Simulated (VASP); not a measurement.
# Sb (P6_3/mmc) in VASP: notebook, part 2 of 2

VASP 6.6.1. The steps go on from the part before.

## (3) Single point, PBE0

This run uses another cell than the first one, of 25.59 Å³/atom.

POSCAR reads:

```
Sb
1.0
    3.3091953418      0.0000000000      0.0000000000
   -1.6545976709      2.8658472321      0.0000000000
    0.0000000000      0.0000000000      5.3962304974
Sb
2
Direct
    0.6666666667      0.3333333333      0.7500000000
    0.3333333333      0.6666666667      0.2500000000
```

INCAR.step1 reads:

```
PREC = Accurate ; ENCUT = 520
EDIFF = 1E-5 ; ISMEAR = -1
SIGMA = 0.05 ; LREAL = False
LASPH = True ; NELM = 80
ALGO = Normal ; ISIF = 2
LWAVE = True ; LCHARG = False
GGA = PE ; NBANDS = 12
```

INCAR.step2 reads:

```
PREC = Accurate ; ENCUT = 520
EDIFF = 1E-7 ; ISMEAR = -1
SIGMA = 0.05 ; LREAL = False
LASPH = True ; NELM = 80
ALGO = Normal ; ISIF = 2
LWAVE = False ; LCHARG = False
GGA = PE ; LHFCALC = True
AEXX = 0.25 ; PRECFOCK = Normal
ISTART = 1 ; NBANDS = 12
```

KPOINTS reads:

```
regular mesh
0
Gamma
  6 6 4
```

Potentials or basis: VASP PAW PBE potentials, release 64 (Sb).

Command:

```bash
> cat potpaw_PBE.64/Sb/POTCAR > POTCAR
> cp INCAR.step1 INCAR
> mpirun -np 1 vasp_std > vasp.out
> cp INCAR.step2 INCAR
> mpirun -np 1 vasp_std > vasp.out
```

OUTCAR:

```text
PREC = Accurate
   ENCUT = 520
   EDIFF = 1E-7
   ISMEAR = -1
   LREAL = False
   LASPH = True
   NELM = 80
   ISIF = 2
   GGA = PE
   LHFCALC = True
   AEXX = 0.25
   PRECFOCK = Normal
   ISTART = 1

 ion  position               nearest neighbor table
   1  0.667  0.333  0.750-   2 3.31   2 3.31   2 3.31   2 3.31   2 3.31   2 3.31
   2  0.333  0.667  0.250-   1 3.31   1 3.31   1 3.31   1 3.31   1 3.31   1 3.31

  LATTYP: Found a hexagonal cell.
 ALAT       =     3.3091953418
 C/A-ratio  =     1.6306775334

  Lattice vectors:

 A1 = (   3.3091953418,   0.0000000000,   0.0000000000)
 A2 = (  -1.6545976709,   2.8658472321,   0.0000000000)
 A3 = (   0.0000000000,   0.0000000000,   5.3962304974)

Analysis of symmetry for initial positions (statically):
=====================================================================
 Subroutine PRICEL returns:
 Original cell was already a primitive cell.

 Routine SETGRP: Setting up the symmetry group for a
 hexagonal supercell.

 Subroutine GETGRP returns: Found 24 space group operations
 (whereof 12 operations were pure point group operations)
 out of a pool of 24 trial point group operations.

The static configuration has the point symmetry D_3d.
 The point group associated with its full space group is D_6h.

Analysis of symmetry for dynamics (positions and initial velocities):
=====================================================================
 Subroutine PRICEL returns:
 Original cell was already a primitive cell.

 Routine SETGRP: Setting up the symmetry group for a
 hexagonal supercell.

 Subroutine GETGRP returns: Found 24 space group operations
 (whereof 12 operations were pure point group operations)
 out of a pool of 24 trial point group operations.

The dynamic configuration has the point symmetry D_3d.
 The point group associated with its full space group is D_6h.

 Subroutine INISYM returns: Found 24 space group operations
 (whereof 12 operations are pure point group operations),
 and found     1 'primitive' translations

----------------------------------------------------------------------------------------

                                     Primitive cell

  volume of cell :      51.1760

  direct lattice vectors                    reciprocal lattice vectors
     3.309195342  0.000000000  0.000000000     0.302188265  0.174468476  0.000000000
    -1.654597671  2.865847232  0.000000000     0.000000000  0.348936953  0.000000000
     0.000000000  0.000000000  5.396230497     0.000000000  0.000000000  0.185314545

  length of vectors
     3.309195342  3.309195342  5.396230497     0.348936953  0.348936953  0.185314545

  position of ions in fractional coordinates (direct lattice)
     0.666666667  0.333333333  0.750000000
     0.333333333  0.666666667  0.250000000

  ion indices of the primitive-cell ions
   primitive index   ion index
                 1           1
                 2           2

[... 51 lines left out ...]
   total plane-waves  NPLWV =  31360
   dimension x,y,z NGX =    28 NGY =   28 NGZ =   40
   dimension x,y,z NGXF=    56 NGYF=   56 NGZF=   80
   ions per type =               2
   NGX,Y,Z   is equivalent  to a cutoff of  14.07, 14.07, 12.32 a.u.
   NGXF,Y,Z  is equivalent  to a cutoff of  28.13, 28.13, 24.65 a.u.
 SYSTEM =  unknown system
   PREC   = accura    normal or accurate (medium, high low for compatibility)
   ISTART =      1    job   : 0-new  1-cont  2-samecut
   ICHARG =      0    charge: 1-file 2-atom 10-const
   ISPIN  =      1    spin polarized calculation?
   LNONCOLLINEAR =      F non collinear calculations
   LSORBIT =      F    spin-orbit coupling
   LASPH  =      T    aspherical Exc in radial PAW
   ENCUT  =  520.0 eV  38.22 Ry    6.18 a.u.   6.15  6.15 10.03*2*pi/ulx,y,z
   NELM   =     80;   NELMIN=  2; NELMDL=  0     # of ELM steps
   EDIFF  = 0.1E-06   stopping-criterion for ELM
   LREAL  =      F    real-space projection
   EDIFFG = 0.1E-05   stopping-criterion for IOM
   NSW    =      0    number of steps for IOM
   IBRION =     -1    ionic relax: 0-MD 1-quasi-New 2-CG
   NFREE  =      0    steps in history (QN), initial steepest desc. (CG)
   ISIF   =      2    stress and relaxation
   ISYM   =      3    0-nonsym 1-usesym 2-fastsym
   POTIM  = 0.5000    time-step for ionic-motion
   TEBEG  =    0.0;   TEEND  =   0.0 temperature during run
   PSTRESS=    0.0 pullay stress
   NELECT =      10.0000    total number of electrons
   NUPDOWN=      -1.0000    fix difference up-down
   EMIN   =  10.00;   EMAX   =-10.00  energy-range for DOS
   EFERMI =   0.00;   METHOD = LEGACY
   ISMEAR =    -1;   SIGMA  =   0.05  broadening in eV -4-tet -1-fermi 0-gaus
   EFERMI_NEDOS =   21; number of points for ismear=-14 and -15
   IALGO  =     38    algorithm
   IMIX   =      1    mixing-type and parameters
     AMIX     =   0.40;   BMIX     =  1.00
     AMIX_MAG =   1.60;   BMIX_MAG =  1.00
  volume/ion in A,a.u.               =      25.59       172.68
  Fermi-wavevector in a.u.,A,eV,Ry     =   0.949991  1.795223 12.279027  0.902483
  Thomas-Fermi vector in A             =   2.078326
   LORBIT       =      0    0 simple, 1 ext, 2 COOP (PROOUT), +10 PAW based schemes
   GGA     = PE    functional components
   LHFCALC =     T    Hartree Fock is set to
   PRECFOCK=normal    Normal, Fast or Accurate (Low or Medium for compatibility)
   ENCUT4O =  -1.0   cutoff for four orbital integrals eV
   NKREDX  =     1    reduce k-point grid by
   NKREDY  =     1    reduce k-point grid by
   NKREDZ  =     1    reduce k-point grid by
   AEXX    =    0.2500 exact exchange contribution
   HFSCREEN=    0.0000 screening length (either q_TF or 0.3 A-1)
   HFSCREENC=   0.0000 screening length for correlation (either q_TF or 0.3 A-1)
   ENCUTFOCK=  -1.0 apply spherical cutoff to Coloumb kernel
   IVDW    =     0    specifies the selected vdW correction
   LEPSILON=     F    determine dielectric tensor
   LRPA    =     F    only Hartree local field effects (RPA)
 non-spin polarized calculation
  energy-cutoff  :      520.00
  volume of cell :       51.18
 maximum number of plane-waves:      1398
 NGX is ok and might be reduce to    28
  NGX = 20; NGY = 20; NGZ = 32

 number of electron       9.9999999 magnetization

 Free energy of the ion-electron system (eV)
  ---------------------------------------------------
  ext. energy  EPLUGINS =         0.00000000
  ---------------------------------------------------
  free energy    TOTEN  =       -10.61400342 eV

  energy without entropy =      -10.61149335  energy(sigma->0) =      -10.61274838

 E-fermi :   9.4683     XC(G=0):  -8.2691

 val. band max:        8.6633261415   @ k =   0.5000   0.0000   0.0000
 cond. band min:       9.5906450735   @ k =   0.1667   0.1667   0.5000
 fundamental gap:      0.9273189320
 Fermi energy:         9.4683360222

 k-point     1 :       0.0000    0.0000    0.0000
  band No.  band energies     occupation
      1      -6.2271      2.00000
      2      -1.6796      2.00000
      3       1.6257      2.00000
      4      13.8229      0.00000
      5      13.8229      0.00000
      6      15.6874      0.00000
      7      15.6874      0.00000
      8      16.0143      0.00000
      9      18.0408      0.00000
     10      19.1711      0.00000
     11      20.3311      0.00000
     12      20.3311      0.00000
[... 286 lines left out ...]
 k-point    21 :       0.3333    0.3333    0.5000
  band No.  band energies     occupation
      1      -0.0104      2.00000
      2      -0.0104      2.00000
      3       3.5317      2.00000
      4       3.5317      2.00000
      5       4.7615      2.00000
      6       4.7615      2.00000
      7      13.1050      0.00000
      8      13.1050      0.00000
      9      17.6271      0.00000
     10      17.6271      0.00000
     11      18.1029      0.00000
     12      18.1029      0.00000

------------------------ aborting loop because EDIFF is reached ----------------------------------------

  FORCE on cell =-STRESS in cart. coord.  units (eV):
  Direction    XX          YY          ZZ          XY          YZ          ZX
  --------------------------------------------------------------------------------------
  -------------------------------------------------------------------------------------
  Total       -0.3982973     -0.3982973      1.9186807      0.0000000      0.0000000     -0.0000000
  in kB      -12.4695840    -12.4695840     60.0685777      0.0000000      0.0000000     -0.0000000
  external PRESSURE =      11.7098032 kB  Pullay stress =       0.0000000 kB

 VOLUME and BASIS-vectors are now :
 -----------------------------------------------------------------------------
  energy-cutoff  :      520.00
  volume of cell :       51.18
      direct lattice vectors                 reciprocal lattice vectors
     3.309195342  0.000000000  0.000000000     0.302188265  0.174468476  0.000000000
    -1.654597671  2.865847232  0.000000000     0.000000000  0.348936953  0.000000000
     0.000000000  0.000000000  5.396230497     0.000000000  0.000000000  0.185314545

 POSITION                                       TOTAL-FORCE (eV/Angst)
 -----------------------------------------------------------------------------------
      1.65460      0.95528      4.04717         0.000000     -0.000000     -0.000000
     -0.00000      1.91056      1.34906        -0.000000      0.000000      0.000000
 -----------------------------------------------------------------------------------
    total drift:                               -0.000000      0.000000      0.000000

  FREE ENERGIE OF THE ION-ELECTRON SYSTEM (eV)
  ---------------------------------------------------
  free  energy   TOTEN  =       -10.6140034198 eV

  energy  without entropy=      -10.6114933452  energy(sigma->0) =      -10.61274838
```

OSZICAR.step1:

```text
N       E                     dE             d eps       ncg     rms          rms(c)
DAV:   1     0.341976693093E+02    0.34198E+02   -0.37637E+03   504   0.671E+02
DAV:   2    -0.614634320298E+01   -0.40344E+02   -0.38853E+02   672   0.109E+02
DAV:   3    -0.778533826372E+01   -0.16390E+01   -0.16333E+01   632   0.242E+01
DAV:   4    -0.779633080658E+01   -0.10993E-01   -0.10992E-01   572   0.247E+00
DAV:   5    -0.779644623188E+01   -0.11543E-03   -0.11542E-03   584   0.271E-01    0.266E+00
DAV:   6    -0.779107752943E+01    0.53687E-02   -0.26479E-03   576   0.275E-01    0.153E+00
DAV:   7    -0.778813610889E+01    0.29414E-02   -0.54727E-03   568   0.396E-01    0.443E-02
DAV:   8    -0.778815843728E+01   -0.22328E-04   -0.99200E-05   580   0.707E-02    0.141E-02
DAV:   9    -0.778815988387E+01   -0.14466E-05   -0.27969E-06   372   0.125E-02
   1 F= -.77881599E+01 E0= -.77867436E+01  d E =-.283251E-02
```

Run time: 49 min. Hardware: 1 thread of Intel Xeon Platinum 8488C (Sapphire Rapids), shared host; peak memory 0.19 GiB.

Results:

```
Free energy            : -10.6140 eV
Pressure               : 1.2 GPa
Band gap on the k mesh : zero (bands 5 and 6 overlap by 10.01 eV)
```

Caveat: the k points lie up to 0.37 Å⁻¹ apart, too coarse for converged energies and pressures of a metal; the PAW data sets were made with another functional, which shifts forces and pressure a little; spin-orbit coupling is left out, which moves the levels of the heavy elements.

## (4) Single point, PBE0

This run uses another cell than the first one, of 26.12 Å³/atom.

POSCAR reads:

```
Sb
1.0
    3.3320180998      0.0000000000      0.0000000000
   -1.6660090499      2.8856123203      0.0000000000
    0.0000000000      0.0000000000      5.4334470562
Sb
2
Direct
    0.6666666667      0.3333333333      0.7500000000
    0.3333333333      0.6666666667      0.2500000000
```

INCAR.step1 reads:

```
SYSTEM = Sb
ALGO = Normal ; EDIFF = 1E-5
ENCUT = 520 ; GGA = PE
ISIF = 2 ; ISMEAR = -1
LASPH = .True. ; LCHARG = .False.
LREAL = .False. ; LWAVE = .True.
NBANDS = 12 ; NELM = 60
PREC = Accurate ; SIGMA = 0.05
```

INCAR.step2 reads:

```
SYSTEM = Sb
AEXX = 0.25 ; ALGO = Normal
EDIFF = 1E-6 ; ENCUT = 520
GGA = PE ; ISIF = 2
ISMEAR = -1 ; ISTART = 1
LASPH = .True. ; LCHARG = .False.
LHFCALC = .True. ; LREAL = .False.
LWAVE = .False. ; NBANDS = 12
NELM = 60 ; PREC = Accurate
PRECFOCK = Normal ; SIGMA = 0.05
```

KPOINTS reads:

```
k-points
0
Gamma
  6 6 4
  0 0 0
```

Command:

```bash
> cat potpaw_PBE.64/Sb/POTCAR > POTCAR
> cp INCAR.step1 INCAR
> mpirun -np 1 vasp_std > vasp.out
> cp INCAR.step2 INCAR
> mpirun -np 1 vasp_std > vasp.out
```

Wall time 33 min (1 thread of Intel Xeon Platinum 8488C (Sapphire Rapids), shared host); peak memory 0.19 GiB.

Results (log left out):

```
Free energy            : -10.6166 eV
Pressure               : -0.4 GPa
Band gap on the k mesh : zero (bands 5 and 6 overlap by 9.77 eV)
```

Stress tensor (GPa, compression positive):
```
-2.64  0.00  0.00
 0.00 -2.64  0.00
 0.00  0.00  4.16
```

Levels at points of the mesh, in eV from the Fermi level:
| k point | band 2 | band 3 | band 4 | band 5 | band 6 | band 7 | band 8 | band 9 |
| --- | --- | --- | --- | --- | --- | --- | --- | --- |
| (0.00, 0.00, 0.00) | -11.10 | -7.70 | 4.24 | 4.24 | 6.06 | 6.06 | 6.36 | 8.46 |
| (0.50, 0.00, 0.00) | -9.90 | -5.75 | -4.36 | -3.46 | -0.77 | 0.37 | 4.31 | 4.72 |
| (0.00, 0.00, 0.50) | -14.13 | -1.61 | -1.61 | 5.16 | 5.16 | 5.16 | 5.16 | 9.47 |
| (0.50, 0.00, 0.50) | -10.30 | -7.09 | -7.09 | 1.84 | 1.84 | 2.04 | 2.04 | 6.28 |

Caveat: the k points lie up to 0.36 Å⁻¹ apart, too coarse for converged energies and pressures of a metal; the PAW data sets were made with another functional, which shifts forces and pressure a little; spin-orbit coupling is left out, which moves the levels of the heavy elements.

## (5) Overview

```csv
cell,gap on the mesh (eV),pressure (GPa)
"a = 3.286, b = 3.286, c = 5.358 Å, angles 90.0, 90.0, 120.0°, 2 atoms",none,2.9
"a = 3.309, b = 3.309, c = 5.396 Å, angles 90.0, 90.0, 120.0°, 2 atoms",none,1.2
"a = 3.332, b = 3.332, c = 5.433 Å, angles 90.0, 90.0, 120.0°, 2 atoms",none,-0.4
```

Alike in all rows: task single point; level PBE0; potentials or basis VASP PAW PBE potentials, release 64 (Sb); no spin polarisation; k mesh 6 × 6 × 4; cutoff (eV) 520; smearing fermi-dirac 0.05 eV.

Caveats: all runs use coarse meshes; the PAW data sets were made with another functional, which shifts forces and pressure a little; spin-orbit coupling is left out, which moves the levels of the heavy elements.

Total energies depend on the potentials used, so only differences within one code and one set of settings carry meaning.
